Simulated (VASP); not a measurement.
Set up this calculation in VASP 6.6.1, as the native input.

* Task: single point
* Functional: PBE
* Potentials or basis: VASP PAW PBE potentials, release 64 (Li_sv, Nb_sv)
* Cutoff: 520 eV
* k mesh: 11 × 11 × 5
* Occupations: fermi-dirac, width 0.05 eV
* Spin: no spin polarisation
* Dipole correction: no
* Further INCAR settings: ALGO = Normal; EDIFF = 1e-07; NBANDS = 16

The structure of Li2Nb lies in POSCAR:

```
Li2Nb
1.0
    2.7993462448      0.0000000000      0.0000000000
   -1.3996731224      2.4243049565      0.0000000000
    0.0000000000      0.0000000000      5.6255495056
Li Nb
2 1
Direct
    0.0000000000      0.0000000000      0.1605760300
    0.0000000000      0.0000000000      0.8394239700
    0.0000000000      0.0000000000      0.5000000000
```

One way to write it, as run:

INCAR

```
SYSTEM = Li2Nb
ALGO     = Normal         ! electronic algorithm
EDIFF    = 1E-7           ! SCF threshold, eV
ENCUT    = 520            ! plane-wave cutoff, eV
GGA      = PE             ! functional
ISIF     = 2              ! what is computed and relaxed
ISMEAR   = -1             ! smearing method
LASPH    = .TRUE.         ! aspherical terms in the spheres
LCHARG   = .TRUE.         ! write CHGCAR
LELF     = .TRUE.         ! ELF
LREAL    = .FALSE.        ! projectors in reciprocal space
LVHAR    = .TRUE.       
LWAVE    = .FALSE.        ! write WAVECAR
NBANDS   = 16             ! bands
NELM     = 80             ! most SCF steps
PREC     = Accurate       ! precision mode
SIGMA    = 0.05           ! smearing width, eV
```

KPOINTS

```
k-points
0
G
  11 11 5
  0 0 0
```

Potentials or basis: VASP PAW PBE potentials, release 64 (Li_sv, Nb_sv).

Launch:

```sh
$ cat potpaw_PBE.64/Li_sv/POTCAR potpaw_PBE.64/Nb_sv/POTCAR > POTCAR
$ mpirun -np 1 vasp_std > vasp.out
```

It gave:

```yaml
Largest_force: 3.327 eV/Å
Band_gap_on_the_k_mesh: zero (an odd number of electrons rules out a gap without spin polarisation)
```

Caveat: atoms lie so close that the PAW spheres overlap strongly, which falsifies energies and pressures; forces of over 1 eV/Å act on the atoms, so gaps and moduli don't describe the material at rest.

Wall time 26 s on 1 thread of Intel(R) Xeon(R) Platinum 8259CL CPU @ 2.50GHz (Skylake/Cascade Lake) (shared host), peak memory 0.17 GiB.
